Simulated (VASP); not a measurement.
# YTl (F-43m) in VASP: a series of runs

Runs on YTl. Level: LDA. Tasks: single point, relaxation of cell and atoms.

Everything below comes from runs of VASP 6.6.1. Logs are shortened: lines on timing, memory, paths and dates and some standing lists are left out, and cuts for length are marked.

**1. The cell of the first run**

The structure is cubic, space group F-43m (No. 216). Conventional cell: a = 6.752 Å, b = 6.752 Å, c = 6.752 Å, α = 90.00°, β = 90.00°, γ = 90.00°. Within 3.9 Å of Y (site symmetry -43m) lie 4 Tl at 2.92 Å. Tl (site symmetry -43m) has 4 Y at 2.92 Å within 3.9 Å.

**2. Single point, LDA**

The input, INCAR:

```
PREC = Accurate
ENCUT = 500
EDIFF = 1E-6
ISMEAR = 0
SIGMA = 0.05
LREAL = False
LASPH = True
NELM = 120
ALGO = Normal
ISIF = 2
LWAVE = False
LCHARG = True
GGA = CA
LELF = True
LVHAR = True
NBANDS = 19
GGA_COMPAT = False
```

The input, KPOINTS:

```
regular mesh
0
Gamma
  5 5 5
```

The input, POSCAR:

```
YTl
1.0
    0.0000000000      3.3761114185      3.3761114185
    3.3761114185      0.0000000000      3.3761114185
    3.3761114185      3.3761114185      0.0000000000
Y Tl
1 1
Direct
    0.0000000000      0.0000000000      0.0000000000
    0.2500000000      0.2500000000      0.2500000000
```

Potentials or basis: VASP PAW LDA potentials, release 64 (Y_sv, Tl_d).

Launch:

```
$ cat potpaw_LDA.64/Y_sv/POTCAR potpaw_LDA.64/Tl_d/POTCAR > POTCAR
$ mpirun -np 1 vasp_std > vasp.out
```

OUTCAR:

```text
PREC = Accurate
   ENCUT = 500
   EDIFF = 1E-6
   ISMEAR = 0
   LREAL = False
   LASPH = True
   NELM = 120
   ISIF = 2
   GGA = CA

 ion  position               nearest neighbor table
   1  0.000  0.000  0.000-   2 2.92   2 2.92   2 2.92   2 2.92
   2  0.250  0.250  0.250-   1 2.92   1 2.92   1 2.92   1 2.92

  LATTYP: Found a face centered cubic cell.
 ALAT       =     6.7522228370

  Lattice vectors:

 A1 = (   0.0000000000,   3.3761114185,   3.3761114185)
 A2 = (   3.3761114185,   0.0000000000,   3.3761114185)
 A3 = (   3.3761114185,   3.3761114185,   0.0000000000)

Analysis of symmetry for initial positions (statically):
=====================================================================
 Subroutine PRICEL returns:
 Original cell was already a primitive cell.

 Routine SETGRP: Setting up the symmetry group for a
 face centered cubic supercell.

 Subroutine GETGRP returns: Found 24 space group operations
 (whereof 24 operations were pure point group operations)
 out of a pool of 48 trial point group operations.

The static configuration has the point symmetry T_d .

Analysis of symmetry for dynamics (positions and initial velocities):
=====================================================================
 Subroutine PRICEL returns:
 Original cell was already a primitive cell.

 Routine SETGRP: Setting up the symmetry group for a
 face centered cubic supercell.

 Subroutine GETGRP returns: Found 24 space group operations
 (whereof 24 operations were pure point group operations)
 out of a pool of 48 trial point group operations.

The dynamic configuration has the point symmetry T_d .

 Subroutine INISYM returns: Found 24 space group operations
 (whereof 24 operations are pure point group operations),
 and found     1 'primitive' translations

----------------------------------------------------------------------------------------

                                     Primitive cell

  volume of cell :      76.9627

  direct lattice vectors                    reciprocal lattice vectors
     0.000000000  3.376111418  3.376111418    -0.148099378  0.148099378  0.148099378
     3.376111418  0.000000000  3.376111418     0.148099378 -0.148099378  0.148099378
     3.376111418  3.376111418  0.000000000     0.148099378  0.148099378 -0.148099378

  length of vectors
     4.774542556  4.774542556  4.774542556     0.256515647  0.256515647  0.256515647

  position of ions in fractional coordinates (direct lattice)
     0.000000000  0.000000000  0.000000000
     0.250000000  0.250000000  0.250000000

  ion indices of the primitive-cell ions
   primitive index   ion index
                 1           1
                 2           2

----------------------------------------------------------------------------------------

 KPOINTS: regular mesh

Automatic generation of k-mesh.
 Grid dimensions read from file:
 generate k-points for:    5    5    5

 Generating k-lattice:

  Cartesian coordinates                     Fractional coordinates (reciprocal lattice)
    -0.029619876  0.029619876  0.029619876     0.200000000  0.000000000  0.000000000
     0.029619876 -0.029619876  0.029619876     0.000000000  0.200000000  0.000000000
     0.029619876  0.029619876 -0.029619876     0.000000000  0.000000000  0.200000000

  Length of vectors
     0.051303129  0.051303129  0.051303129

  Shift w.r.t. Gamma in fractional coordinates (k-lattice)
     0.000000000  0.000000000  0.000000000

 Subroutine IBZKPT returns following result:
 ===========================================

 Found     10 irreducible k-points:

 Following reciprocal coordinates:
            Coordinates               Weight
  0.000000  0.000000  0.000000      1.000000
  0.200000  0.000000  0.000000      8.000000
  0.400000  0.000000  0.000000      8.000000
  0.200000  0.200000  0.000000      6.000000
  0.400000  0.200000  0.000000     24.000000
 -0.400000  0.200000  0.000000     24.000000
 -0.200000  0.200000  0.000000     12.000000
  0.400000  0.400000  0.000000      6.000000
 -0.400000  0.400000  0.000000     12.000000
 -0.400000  0.400000  0.200000     24.000000
   k-points           NKPTS =     10   k-points in BZ     NKDIM =     10   number of bands    NBANDS=     19
   number of dos      NEDOS =    301   number of ions     NIONS =      2
   total plane-waves  NPLWV =  46656
   dimension x,y,z NGX =    36 NGY =   36 NGZ =   36
   dimension x,y,z NGXF=    72 NGYF=   72 NGZF=   72
   ions per type =               1   1
   NGX,Y,Z   is equivalent  to a cutoff of  12.53, 12.53, 12.53 a.u.
   NGXF,Y,Z  is equivalent  to a cutoff of  25.07, 25.07, 25.07 a.u.
 SYSTEM =  unknown system
   PREC   = accura    normal or accurate (medium, high low for compatibility)
   ISTART =      0    job   : 0-new  1-cont  2-samecut
   ICHARG =      2    charge: 1-file 2-atom 10-const
   ISPIN  =      1    spin polarized calculation?
   LNONCOLLINEAR =      F non collinear calculations
   LSORBIT =      F    spin-orbit coupling
   LASPH  =      T    aspherical Exc in radial PAW
   ENCUT  =  500.0 eV  36.75 Ry    6.06 a.u.   8.71  8.71  8.71*2*pi/ulx,y,z
   NELM   =    120;   NELMIN=  2; NELMDL= -5     # of ELM steps
   EDIFF  = 0.1E-05   stopping-criterion for ELM
   LREAL  =      F    real-space projection
   EDIFFG = 0.1E-04   stopping-criterion for IOM
   NSW    =      0    number of steps for IOM
   IBRION =     -1    ionic relax: 0-MD 1-quasi-New 2-CG
   NFREE  =      0    steps in history (QN), initial steepest desc. (CG)
   ISIF   =      2    stress and relaxation
   ISYM   =      2    0-nonsym 1-usesym 2-fastsym
   POTIM  = 0.5000    time-step for ionic-motion
   TEBEG  =    0.0;   TEEND  =   0.0 temperature during run
   PSTRESS=    0.0 pullay stress
   NELECT =      24.0000    total number of electrons
   NUPDOWN=      -1.0000    fix difference up-down
   EMIN   =  10.00;   EMAX   =-10.00  energy-range for DOS
   EFERMI =   0.00;   METHOD = LEGACY
   ISMEAR =     0;   SIGMA  =   0.05  broadening in eV -4-tet -1-fermi 0-gaus
   EFERMI_NEDOS =   21; number of points for ismear=-14 and -15
   IALGO  =     38    algorithm
   IMIX   =      4    mixing-type and parameters
     AMIX     =   0.40;   BMIX     =  1.00
     AMIX_MAG =   1.60;   BMIX_MAG =  1.00
  volume/ion in A,a.u.               =      38.48       259.68
  Fermi-wavevector in a.u.,A,eV,Ry     =   1.110159  2.097896 16.768538  1.232453
  Thomas-Fermi vector in A             =   2.246707
   LORBIT       =      0    0 simple, 1 ext, 2 COOP (PROOUT), +10 PAW based schemes
   GGA     = CA    functional components
   LHFCALC =     F    Hartree Fock is set to
   AEXX    =    0.0000 exact exchange contribution
   IVDW    =     0    specifies the selected vdW correction
   LEPSILON=     F    determine dielectric tensor
   LRPA    =     F    only Hartree local field effects (RPA)
 non-spin polarized calculation
 Gauss-broadening in eV      SIGMA  =   0.05
  energy-cutoff  :      500.00
  volume of cell :       76.96
 maximum number of plane-waves:      1980
   NGX = 17   NGY = 17   NGZ = 17

 number of electron      24.0000003 magnetization

 Free energy of the ion-electron system (eV)
  ---------------------------------------------------
  ext. energy  EPLUGINS =         0.00000000
  ---------------------------------------------------
  free energy    TOTEN  =        -8.67362624 eV

  energy without entropy =       -8.66843258  energy(sigma->0) =       -8.67102941

 E-fermi :   2.6053     XC(G=0):  -8.8356

 val. band max:        2.5859062324   @ k =   0.2000   0.2000   0.0000
 cond. band min:       2.6388068272   @ k =   0.4000   0.0000   0.0000
 fundamental gap:      0.0529005947
 Fermi energy:         2.6052508617

 k-point     1 :       0.0000    0.0000    0.0000
  band No.  band energies     occupation
      1     -40.4009      2.00000
      2     -20.5240      2.00000
      3     -20.5240      2.00000
      4     -20.5240      2.00000
      5      -8.9387      2.00000
      6      -8.9387      2.00000
[... 11 lines left out ...]
     18       9.6617      0.00000
     19       9.6617      0.00000

 k-point     2 :       0.2000    0.0000    0.0000
  band No.  band energies     occupation
      1     -40.4004      2.00000
      2     -20.5332      2.00000
      3     -20.5245      2.00000
      4     -20.5245      2.00000
      5      -8.9615      2.00000
      6      -8.9517      2.00000
[... 11 lines left out ...]
     18       9.0524      0.00000
     19       9.0524      0.00000

 k-point     3 :       0.4000    0.0000    0.0000
  band No.  band energies     occupation
      1     -40.3996      2.00000
      2     -20.5479      2.00000
      3     -20.5253      2.00000
      4     -20.5253      2.00000
      5      -8.9990      2.00000
      6      -8.9540      2.00000
[... 11 lines left out ...]
     18       7.5953      0.00000
     19       7.5953      0.00000

 k-point     4 :       0.2000    0.2000    0.0000
  band No.  band energies     occupation
      1     -40.4003      2.00000
      2     -20.5345      2.00000
      3     -20.5255      2.00000
      4     -20.5255      2.00000
      5      -8.9812      2.00000
      6      -8.9454      2.00000
[... 11 lines left out ...]
     18       7.9715      0.00000
     19       8.2507      0.00000

 k-point     5 :       0.4000    0.2000    0.0000
  band No.  band energies     occupation
      1     -40.3995      2.00000
      2     -20.5448      2.00000
      3     -20.5284      2.00000
      4     -20.5265      2.00000
      5      -8.9972      2.00000
      6      -8.9689      2.00000
[... 11 lines left out ...]
     18       7.2605      0.00000
     19       8.6139      0.00000

 k-point     6 :      -0.4000    0.2000    0.0000
  band No.  band energies     occupation
      1     -40.3993      2.00000
      2     -20.5471      2.00000
      3     -20.5320      2.00000
      4     -20.5260      2.00000
      5      -8.9998      2.00000
      6      -8.9740      2.00000
[... 11 lines left out ...]
     18       7.1073      0.00000
     19       8.4893      0.00000

 k-point     7 :      -0.2000    0.2000    0.0000
  band No.  band energies     occupation
      1     -40.3998      2.00000
      2     -20.5404      2.00000
      3     -20.5291      2.00000
      4     -20.5248      2.00000
      5      -8.9801      2.00000
      6      -8.9661      2.00000
[... 11 lines left out ...]
     18       8.5273      0.00000
     19       8.5527      0.00000

 k-point     8 :       0.4000    0.4000    0.0000
  band No.  band energies     occupation
      1     -40.3992      2.00000
      2     -20.5511      2.00000
      3     -20.5280      2.00000
      4     -20.5280      2.00000
      5      -9.0185      2.00000
      6      -8.9567      2.00000
[... 11 lines left out ...]
     18       5.8994      0.00000
     19       9.3718      0.00000

 k-point     9 :      -0.4000    0.4000    0.0000
  band No.  band energies     occupation
      1     -40.3990      2.00000
      2     -20.5499      2.00000
      3     -20.5328      2.00000
      4     -20.5277      2.00000
      5      -9.0122      2.00000
      6      -8.9779      2.00000
[... 11 lines left out ...]
     18       5.9759      0.00000
     19       9.5964      0.00000

 k-point    10 :      -0.4000    0.4000    0.2000
  band No.  band energies     occupation
      1     -40.3991      2.00000
      2     -20.5462      2.00000
      3     -20.5345      2.00000
      4     -20.5276      2.00000
      5      -9.0001      2.00000
      6      -8.9786      2.00000
[... 11 lines left out ...]
     18       6.7864      0.00000
     19       9.9954      0.00000

------------------------ aborting loop because EDIFF is reached ----------------------------------------

  FORCE on cell =-STRESS in cart. coord.  units (eV):
  Direction    XX          YY          ZZ          XY          YZ          ZX
  --------------------------------------------------------------------------------------
  -------------------------------------------------------------------------------------
  Total        0.0423583      0.0423583      0.0423583     -0.0000000      0.0000000     -0.0000000
  in kB        0.8817974      0.8817974      0.8817974     -0.0000000      0.0000000     -0.0000000
  external PRESSURE =       0.8817974 kB  Pullay stress =       0.0000000 kB

 VOLUME and BASIS-vectors are now :
 -----------------------------------------------------------------------------
  energy-cutoff  :      500.00
  volume of cell :       76.96
      direct lattice vectors                 reciprocal lattice vectors
     0.000000000  3.376111418  3.376111418    -0.148099378  0.148099378  0.148099378
     3.376111418  0.000000000  3.376111418     0.148099378 -0.148099378  0.148099378
     3.376111418  3.376111418  0.000000000     0.148099378  0.148099378 -0.148099378

 POSITION                                       TOTAL-FORCE (eV/Angst)
 -----------------------------------------------------------------------------------
      0.00000      0.00000      0.00000         0.000000      0.000000      0.000000
      1.68806      1.68806      1.68806        -0.000000     -0.000000     -0.000000
 -----------------------------------------------------------------------------------
    total drift:                               -0.000000     -0.000000     -0.000000

  FREE ENERGIE OF THE ION-ELECTRON SYSTEM (eV)
  ---------------------------------------------------
  free  energy   TOTEN  =        -8.6736262395 eV

  energy  without entropy=       -8.6684325830  energy(sigma->0) =       -8.67102941
```

Wall time 9.3 s (1 thread of Intel Xeon 6975P-C (Granite Rapids), shared host); peak memory 0.18 GiB.

What came out:

```yaml
Free_energy: -8.6736 eV
Pressure: 0.1 GPa
Band_gap_on_the_k_mesh: zero (bands 12 and 13 overlap by 0.90 eV)
```

Caveat: spin-orbit coupling is left out, which moves the levels of the heavy elements.

**3. Relaxation of cell and atoms, LDA**

This run uses another cell than the first one, of 34.65 Å³/atom.

The input, INCAR:

```
SYSTEM = YTl
PREC     = Accurate       ! precision mode
ENCUT    = 500            ! plane-wave cutoff, eV
EDIFF    = 1E-7           ! SCF threshold, eV
ISMEAR   = 0              ! smearing method
SIGMA    = 0.05           ! smearing width, eV
LREAL    = .False.        ! projectors in reciprocal space
LASPH    = .True.         ! aspherical terms in the spheres
NELM     = 120            ! most SCF steps
ALGO     = Normal         ! electronic algorithm
ISIF     = 3              ! what is computed and relaxed
LWAVE    = .False.        ! write WAVECAR
LCHARG   = .False.        ! write CHGCAR
GGA      = CA             ! functional
IBRION   = 2              ! ionic algorithm
NSW      = 80             ! ionic steps
EDIFFG   = -0.01          ! ionic threshold
GGA_COMPAT= .False.      
NELMIN   = 4
```

The input, KPOINTS:

```
regular mesh
0
Gamma
  5 5 5
  0 0 0
```

The input, POSCAR:

```
YTl
1.0
    0.0000000000      3.2600000000      3.2600000000
    3.2600000000      0.0000000000      3.2600000000
    3.2600000000      3.2600000000      0.0000000000
Y Tl
1 1
Direct
    0.0000000000      0.0000000000      0.0000000000
    0.2500000000      0.2500000000      0.2500000000
```

Potentials or basis: VASP PAW LDA potentials, release 64 (Y_sv, Tl_d).

Launch:

```
$ cat potpaw_LDA.64/Y_sv/POTCAR potpaw_LDA.64/Tl_d/POTCAR > POTCAR
$ mpirun -np 1 vasp_std > vasp.out
```

OUTCAR:

```text
SYSTEM = YTl
   PREC = Accurate
   ENCUT = 500
   EDIFF = 1E-7
   ISMEAR = 0
   LREAL = .False.
   LASPH = .True.
   NELM = 120
   ISIF = 3
   GGA = CA
   IBRION = 2
   NSW = 80
   EDIFFG = -0.01
   NELMIN = 4

 ion  position               nearest neighbor table
   1  0.000  0.000  0.000-   2 2.82   2 2.82   2 2.82   2 2.82
   2  0.250  0.250  0.250-   1 2.82   1 2.82   1 2.82   1 2.82

  LATTYP: Found a face centered cubic cell.
 ALAT       =     6.5200000000

  Lattice vectors:

 A1 = (   0.0000000000,   3.2600000000,   3.2600000000)
 A2 = (   3.2600000000,   0.0000000000,   3.2600000000)
 A3 = (   3.2600000000,   3.2600000000,   0.0000000000)
[... 165 lines left out ...]

  FORCE on cell =-STRESS in cart. coord.  units (eV):
  Direction    XX          YY          ZZ          XY          YZ          ZX
  --------------------------------------------------------------------------------------
  -------------------------------------------------------------------------------------
  Total        1.9847971      1.9847971      1.9847971      0.0000000      0.0000000     -0.0000000
  in kB       45.8927310     45.8927310     45.8927310      0.0000000      0.0000000     -0.0000000
  external PRESSURE =      45.8927310 kB  Pullay stress =       0.0000000 kB
[... 59 lines left out ...]
--------------------------------------- Ionic step        3  -------------------------------------------

 number of electron      24.0000004 magnetization

 Free energy of the ion-electron system (eV)
  ---------------------------------------------------
  ext. energy  EPLUGINS =         0.00000000
  ---------------------------------------------------
  free energy    TOTEN  =        -8.67224919 eV

  energy without entropy =       -8.66706764  energy(sigma->0) =       -8.66965842

 E-fermi :   2.5895     XC(G=0):  -8.8245

 val. band max:        2.5701334696   @ k =   0.2000   0.2000   0.0000
 cond. band min:       2.6230659733   @ k =   0.4000   0.0000   0.0000
 fundamental gap:      0.0529325037
 Fermi energy:         2.5894557264

 k-point     1 :       0.0000    0.0000    0.0000
  band No.  band energies     occupation
      1     -40.4242      2.00000
      2     -20.5461      2.00000
      3     -20.5461      2.00000
      4     -20.5461      2.00000
      5      -8.9506      2.00000
      6      -8.9506      2.00000
[... 208 lines left out ...]
  FREE ENERGIE OF THE ION-ELECTRON SYSTEM (eV)
  ---------------------------------------------------
  free  energy   TOTEN  =        -8.6722491888 eV

  energy  without entropy=       -8.6670676432  energy(sigma->0) =       -8.66965842

 reached required accuracy - stopping structural energy minimisation
```

CONTCAR:

```text
YTl
   1.00000000000000
     0.0000000000000000    3.3791973723644206    3.3791973723644206
     3.3791973723644206    0.0000000000000000    3.3791973723644206
     3.3791973723644206    3.3791973723644206   -0.0000000000000000
  Y               Tl
     1     1
Direct
     0.0000000000000000    0.0000000000000000    0.0000000000000000
     0.2500000000000000    0.2500000000000000    0.2500000000000000

  0.00000000E+00  0.00000000E+00  0.00000000E+00
  0.00000000E+00  0.00000000E+00  0.00000000E+00
```

Wall time 22 s (1 thread of Intel Xeon 6975P-C (Granite Rapids), shared host); peak memory 0.18 GiB.

What came out:

```yaml
Free_energy: -8.6722 eV
Relaxed_volume: 38.59 Å³/atom
Relaxed_cell: a = 4.779 Å, b = 4.779 Å, c = 4.779 Å, α = 60.00°, β = 60.00°, γ = 60.00°
Space_group_after_relaxing_to_0.1_Å: F-43m (No. 216)
Energy_gained_by_relaxing: 51.6 meV/atom
Ionic_steps: 3
Pressure_after_relaxing: 0.0 GPa
Band_gap_on_the_k_mesh: zero (bands 12 and 13 overlap by 0.89 eV)
```

Step by step:
```csv
step,energy change (eV),largest force (eV/Å),pressure (GPa),volume (Å³)
1,0.0000,0.0000,4.59,69.29
2,-0.0952,0.0000,-1.01,79.73
3,-0.1033,0.0000,0.02,77.17
```

Final structure:
```xyz
2
Lattice="0.0000 3.3792 3.3792 3.3792 0.0000 3.3792 3.3792 3.3792 0.0000" Properties=species:S:1:pos:R:3 pbc="T T T"
Y     0.0000    0.0000    0.0000
Tl    1.6896    1.6896    1.6896
```

Caveat: spin-orbit coupling is left out, which moves the levels of the heavy elements.

The gap in the log of VASP goes by the Fermi energy; the results here count the filled bands.